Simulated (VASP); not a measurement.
# Ni (Fm-3m) in VASP: further runs

The runs below take Ni through single point, with PBE.

Program: VASP 6.6.1. These are calculated values, not measurements. Logs are shortened: lines on timing, memory, paths and dates and some standing lists are left out, and cuts for length are marked.

### 1 The cell of the first run

The structure is cubic, space group Fm-3m (No. 225). The conventional cell has a = 3.519 Å, b = 3.519 Å, c = 3.519 Å, α = 90.00°, β = 90.00°, γ = 90.00°. Within 3.3 Å of Ni (site symmetry m-3m) lie 12 Ni at 2.49 Å.

### 2 Single point, PBE, collinear spin, ferromagnetic start

Input file INCAR:

```
PREC = Accurate ; ENCUT = 520
EDIFF = 1E-6 ; ISMEAR = -1
SIGMA = 0.05 ; LREAL = False
LASPH = True ; NELM = 150
ALGO = Normal ; ISIF = 2
LWAVE = False ; LCHARG = False
ISPIN = 2 ; MAGMOM = 1 1
LORBIT = 11 ; LMAXMIX = 4
GGA = PE ; NBANDS = 21
```

Input file KPOINTS:

```
regular mesh
0
Gamma
  15 10 15
```

Input file POSCAR:

```
Ni
1.0
   -1.7593077394      1.7593077394      0.0000000000
    0.0000000000      0.0000000000      3.5186154789
    1.7593077394      1.7593077394      0.0000000000
Ni
2
Direct
    0.0000000000      0.0000000000      0.0000000000
    0.5000000000      0.5000000000      0.5000000000
```

Potentials or basis: VASP PAW PBE potentials, release 64 (Ni).

Launch:

```sh
> cat potpaw_PBE.64/Ni/POTCAR > POTCAR
> mpirun -np 1 vasp_std > vasp.out
```

OUTCAR:

```text
PREC = Accurate
   ENCUT = 520
   EDIFF = 1E-6
   ISMEAR = -1
   LREAL = False
   LASPH = True
   NELM = 150
   ISIF = 2
   ISPIN = 2
   LORBIT = 11
   GGA = PE

 ion  position               nearest neighbor table
   1  0.000  0.000  0.000-   2 2.49   2 2.49   2 2.49   2 2.49   2 2.49   2 2.49   2 2.49   2 2.49

   2  0.500  0.500  0.500-   1 2.49   1 2.49   1 2.49   1 2.49   1 2.49   1 2.49   1 2.49   1 2.49

  LATTYP: Found a simple tetragonal cell.
 ALAT       =     2.4880368654
 C/A-ratio  =     1.4142135624

  Lattice vectors:

 A1 = (   1.7593077394,  -1.7593077394,   0.0000000000)
 A2 = (   1.7593077394,   1.7593077394,   0.0000000000)
 A3 = (   0.0000000000,   0.0000000000,   3.5186154789)

Analysis of symmetry for initial positions (statically):
=====================================================================
 Subroutine PRICEL returns following result:

  LATTYP: Found a face centered cubic cell.
 ALAT       =     3.5186154789

  Lattice vectors:

 A1 = (   1.7593077394,   0.0000000000,   1.7593077394)
 A2 = (   1.7593077394,   1.7593077394,   0.0000000000)
 A3 = (   0.0000000000,   1.7593077394,   1.7593077395)

   2 primitive cells build up your supercell.

 Routine SETGRP: Setting up the symmetry group for a
 simple tetragonal supercell.

 Subroutine GETGRP returns: Found 16 space group operations
 (whereof 16 operations were pure point group operations)
 out of a pool of 16 trial point group operations.

The static configuration has the point symmetry D_4h.

Analysis of symmetry for dynamics (positions and initial velocities):
=====================================================================
 Subroutine PRICEL returns following result:

  LATTYP: Found a face centered cubic cell.
 ALAT       =     3.5186154789

  Lattice vectors:

 A1 = (   1.7593077394,   0.0000000000,   1.7593077394)
 A2 = (   1.7593077394,   1.7593077394,   0.0000000000)
 A3 = (   0.0000000000,   1.7593077394,   1.7593077395)

   2 primitive cells build up your supercell.

 Routine SETGRP: Setting up the symmetry group for a
 simple tetragonal supercell.

 Subroutine GETGRP returns: Found 16 space group operations
 (whereof 16 operations were pure point group operations)
 out of a pool of 16 trial point group operations.

The dynamic configuration has the point symmetry D_4h.

Analysis of structural, dynamic, and magnetic symmetry:
=====================================================================
 Subroutine PRICEL returns following result:

  LATTYP: Found a face centered cubic cell.
 ALAT       =     3.5186154789

  Lattice vectors:

 A1 = (   1.7593077394,   0.0000000000,   1.7593077394)
 A2 = (   1.7593077394,   1.7593077394,   0.0000000000)
 A3 = (   0.0000000000,   1.7593077394,   1.7593077395)

   2 primitive cells build up your supercell.

 Routine SETGRP: Setting up the symmetry group for a
 simple tetragonal supercell.

 Subroutine GETGRP returns: Found 16 space group operations
 (whereof 16 operations were pure point group operations)
 out of a pool of 16 trial point group operations.

The overall configuration has the point symmetry D_4h.

 Subroutine INISYM returns: Found 16 space group operations
 (whereof 16 operations are pure point group operations),
 and found     2 'primitive' translations

----------------------------------------------------------------------------------------

                                     Primitive cell

  volume of cell :      10.8907

  direct lattice vectors                    reciprocal lattice vectors
     1.759307739  0.000000000  1.759307739     0.284202695 -0.284202695  0.284202694
     1.759307739  1.759307739  0.000000000     0.284202695  0.284202695 -0.284202694
     0.000000000  1.759307739  1.759307739    -0.284202695  0.284202695  0.284202694

  length of vectors
     2.488036865  2.488036865  2.488036865     0.492253507  0.492253507  0.492253507

  position of ions in fractional coordinates (direct lattice)
     0.000000000  0.000000000  0.000000000

  ion indices of the primitive-cell ions
   primitive index   ion index
                 1           1

----------------------------------------------------------------------------------------

 KPOINTS: regular mesh

Automatic generation of k-mesh.
 Grid dimensions read from file:
 generate k-points for:   15   10   15

 Generating k-lattice:

  Cartesian coordinates                     Fractional coordinates (reciprocal lattice)
    -0.018946846  0.018946846  0.000000000     0.066666667  0.000000000  0.000000000
     0.000000000  0.000000000  0.028420269     0.000000000  0.100000000  0.000000000
     0.018946846  0.018946846  0.000000000     0.000000000  0.000000000  0.066666667

  Length of vectors
     0.026794887  0.028420269  0.026794887

  Shift w.r.t. Gamma in fractional coordinates (k-lattice)
     0.000000000  0.000000000  0.000000000

 Subroutine IBZKPT returns following result:
 ===========================================

 Found    216 irreducible k-points:

 Following reciprocal coordinates:
            Coordinates               Weight
  0.000000  0.000000  0.000000      1.000000
  0.066667  0.000000  0.000000      4.000000
  0.133333  0.000000  0.000000      4.000000
  0.200000  0.000000  0.000000      4.000000
  0.266667  0.000000  0.000000      4.000000
  0.333333  0.000000  0.000000      4.000000
[... 16 lines left out ...]
  0.400000  0.200000  0.000000      8.000000
  0.466667  0.200000  0.000000      8.000000
 [... further k-points ...]
   k-points           NKPTS =    216   k-points in BZ     NKDIM =    216   number of bands    NBANDS=     21
   number of dos      NEDOS =    301   number of ions     NIONS =      2
   total plane-waves  NPLWV =  11200
   dimension x,y,z NGX =    20 NGY =   28 NGZ =   20
   dimension x,y,z NGXF=    40 NGYF=   56 NGZF=   40
   ions per type =               2
   NGX,Y,Z   is equivalent  to a cutoff of  13.36, 13.23, 13.36 a.u.
   NGXF,Y,Z  is equivalent  to a cutoff of  26.73, 26.46, 26.73 a.u.
 SYSTEM =  unknown system
   PREC   = accura    normal or accurate (medium, high low for compatibility)
   ISTART =      0    job   : 0-new  1-cont  2-samecut
   ICHARG =      2    charge: 1-file 2-atom 10-const
   ISPIN  =      2    spin polarized calculation?
   LNONCOLLINEAR =      F non collinear calculations
   LSORBIT =      F    spin-orbit coupling
   LASPH  =      T    aspherical Exc in radial PAW
   ENCUT  =  520.0 eV  38.22 Ry    6.18 a.u.   4.63  6.54  4.63*2*pi/ulx,y,z
   NELM   =    150;   NELMIN=  2; NELMDL= -5     # of ELM steps
   EDIFF  = 0.1E-05   stopping-criterion for ELM
   LREAL  =      F    real-space projection
   EDIFFG = 0.1E-04   stopping-criterion for IOM
   NSW    =      0    number of steps for IOM
   IBRION =     -1    ionic relax: 0-MD 1-quasi-New 2-CG
   NFREE  =      0    steps in history (QN), initial steepest desc. (CG)
   ISIF   =      2    stress and relaxation
   ISYM   =      2    0-nonsym 1-usesym 2-fastsym
   POTIM  = 0.5000    time-step for ionic-motion
   TEBEG  =    0.0;   TEEND  =   0.0 temperature during run
   PSTRESS=    0.0 pullay stress
   NELECT =      20.0000    total number of electrons
   NUPDOWN=      -1.0000    fix difference up-down
   EMIN   =  10.00;   EMAX   =-10.00  energy-range for DOS
   EFERMI =   0.00;   METHOD = LEGACY
   ISMEAR =    -1;   SIGMA  =   0.05  broadening in eV -4-tet -1-fermi 0-gaus
   EFERMI_NEDOS =   21; number of points for ismear=-14 and -15
   IALGO  =     38    algorithm
   IMIX   =      4    mixing-type and parameters
     AMIX     =   0.40;   BMIX     =  1.00
     AMIX_MAG =   1.60;   BMIX_MAG =  1.00
  volume/ion in A,a.u.               =      10.89        73.49
  Fermi-wavevector in a.u.,A,eV,Ry     =   1.591194  3.006920 34.448550  2.531897
  Thomas-Fermi vector in A             =   2.689772
   LORBIT       =     11    0 simple, 1 ext, 2 COOP (PROOUT), +10 PAW based schemes
   GGA     = PE    functional components
   LHFCALC =     F    Hartree Fock is set to
   AEXX    =    0.0000 exact exchange contribution
   IVDW    =     0    specifies the selected vdW correction
   LEPSILON=     F    determine dielectric tensor
   LRPA    =     F    only Hartree local field effects (RPA)
 spin polarized calculation
  energy-cutoff  :      520.00
  volume of cell :       21.78
 maximum number of plane-waves:       606
 NGX is ok and might be reduce to    20
   NGX =  9   NGY = 13   NGZ =  9

 number of electron      19.9999988 magnetization       1.2742924

 Free energy of the ion-electron system (eV)
  ---------------------------------------------------
  ext. energy  EPLUGINS =         0.00000000
  ---------------------------------------------------
  free energy    TOTEN  =       -10.95636239 eV

  energy without entropy =      -10.92875385  energy(sigma->0) =      -10.94255812

 E-fermi :   9.3611     XC(G=0): -13.2499

 val. band max:        9.3610224216   @ k =   0.4000   0.1000   0.1333
 cond. band min:       9.3642490973   @ k =   0.1333   0.4000   0.0000
 fundamental gap:      0.0032266757
 Fermi energy:         9.3610761820

 spin component 1

 k-point     1 :       0.0000    0.0000    0.0000
  band No.  band energies     occupation
      1       0.3576      1.00000
      2       4.7171      1.00000
      3       5.1646      1.00000
      4       6.9218      1.00000
      5       6.9235      1.00000
      6       6.9235      1.00000
[... 550 lines left out ...]
      5       6.8393      1.00000
      6       6.9421      1.00000
[... 13 lines left out ...]
     20      33.6078      0.00000
     21      39.5270      0.00000

 [... further k-points ...]

 spin component 2

 k-point     1 :       0.0000    0.0000    0.0000
  band No.  band energies     occupation
      1       0.3249      1.00000
      2       5.0676      1.00000
      3       5.7917      1.00000
      4       7.6863      1.00000
      5       7.6863      1.00000
      6       7.6878      1.00000
[... 550 lines left out ...]
      5       7.4702      1.00000
      6       7.4931      1.00000
[... 13 lines left out ...]
     20      33.6914      0.00000
     21      39.5833      0.00000

 [... further k-points ...]

------------------------ aborting loop because EDIFF is reached ----------------------------------------

  FORCE on cell =-STRESS in cart. coord.  units (eV):
  Direction    XX          YY          ZZ          XY          YZ          ZX
  --------------------------------------------------------------------------------------
  -------------------------------------------------------------------------------------
  Total        0.0030952      0.0030952     -0.0086429      0.0000000      0.0000000      0.0000000
  in kB        0.2276747      0.2276747     -0.6357483      0.0000000      0.0000000      0.0000000
  external PRESSURE =      -0.0601330 kB  Pullay stress =       0.0000000 kB

 VOLUME and BASIS-vectors are now :
 -----------------------------------------------------------------------------
  energy-cutoff  :      520.00
  volume of cell :       21.78
      direct lattice vectors                 reciprocal lattice vectors
    -1.759307739  1.759307739  0.000000000    -0.284202695  0.284202695  0.000000000
     0.000000000  0.000000000  3.518615479     0.000000000  0.000000000  0.284202694
     1.759307739  1.759307739  0.000000000     0.284202695  0.284202695  0.000000000

 POSITION                                       TOTAL-FORCE (eV/Angst)
 -----------------------------------------------------------------------------------
      0.00000      0.00000      0.00000        -0.000000     -0.000000     -0.000000
      0.00000      1.75931      1.75931         0.000000      0.000000      0.000000
 -----------------------------------------------------------------------------------
    total drift:                                0.000000     -0.000000      0.000000

  FREE ENERGIE OF THE ION-ELECTRON SYSTEM (eV)
  ---------------------------------------------------
  free  energy   TOTEN  =       -10.9563623910 eV

  energy  without entropy=      -10.9287538463  energy(sigma->0) =      -10.94255812

 total charge

# of ion       s       p       d       tot
------------------------------------------
    1        0.497   0.497   8.313   9.308
    2        0.497   0.497   8.313   9.308
--------------------------------------------------
tot          0.995   0.995  16.626  18.615

 magnetization (x)

# of ion       s       p       d       tot
------------------------------------------
    1       -0.006  -0.024   0.679   0.649
    2       -0.006  -0.024   0.679   0.649
--------------------------------------------------
tot         -0.012  -0.049   1.358   1.297
```

Wall time 2.5 min (1 thread of Intel Xeon 8259CL, shared host); peak memory 0.25 GiB.

Results:

| Quantity | Value |
| --- | --- |
| Free energy | -10.9564 eV |
| Pressure | 0.0 GPa |
| Net moment | 1.27 μB per cell |
| Site moments | Ni +0.65 μB |
| Valence electrons inside the program's atomic spheres | Ni 9.31 |

### 3 Single point, PBE, collinear spin, ferromagnetic start

Input file INCAR:

```
SYSTEM = Ni
  PREC = Accurate
  ENCUT = 520
  EDIFF = 1E-7
  ISMEAR = -1
  SIGMA = 0.05
  LREAL = .FALSE.
  LASPH = .TRUE.
  NELM = 150
  ALGO = Normal
  ISIF = 2
  LWAVE = .FALSE.
  LCHARG = .TRUE.
  ISPIN = 2
  MAGMOM = 1 1
  LORBIT = 11
  LMAXMIX = 4
  GGA = PE
  LELF = .TRUE.
  LVHAR = .TRUE.
  NBANDS = 21
```

Input file KPOINTS:

```
Automatic mesh
0
G
  15 10 15
  0 0 0
```

POSCAR is that of step 2.

Potentials or basis: VASP PAW PBE potentials, release 64 (Ni).

Launch:

```sh
> cat potpaw_PBE.64/Ni/POTCAR > POTCAR
> mpirun -np 1 vasp_std > vasp.out
```

Wall time 2.9 min (1 thread of Intel Xeon 8259CL, shared host); peak memory 0.25 GiB.

Results (log left out):

* Free energy: -10.9564 eV
* Pressure: 0.0 GPa
* Net moment: 1.27 μB per cell
* Site moments: Ni +0.65 μB
* Valence electrons inside the program's atomic spheres: Ni 9.31

Stress tensor (GPa, compression positive):
```
 0.05  0.00  0.00
 0.00  0.05  0.00
 0.00  0.00 -0.04
```

Levels at points of the mesh, in eV from the Fermi level:
Spin up:
```tsv
k point	band 8	band 9	band 10	band 11	band 12	band 13	band 14	band 15
(0.00, 0.00, 0.00)	-1.26	-0.56	-0.48	-0.48	2.45	9.21	14.81	14.81
(0.00, 0.50, 0.00)	-1.60	-1.60	-1.60	-0.92	-0.92	19.25	19.25	19.25
```
Spin down:
```tsv
k point	band 6	band 7	band 8	band 9	band 10	band 11	band 12	band 13	band 14	band 15
(0.00, 0.00, 0.00)	-1.67	-0.67	-0.67	0.06	0.39	0.39	2.41	9.46	14.83	14.83
(0.00, 0.50, 0.00)	-1.36	-0.80	-0.80	-0.80	-0.80	-0.31	-0.31	19.33	19.33	19.33
```
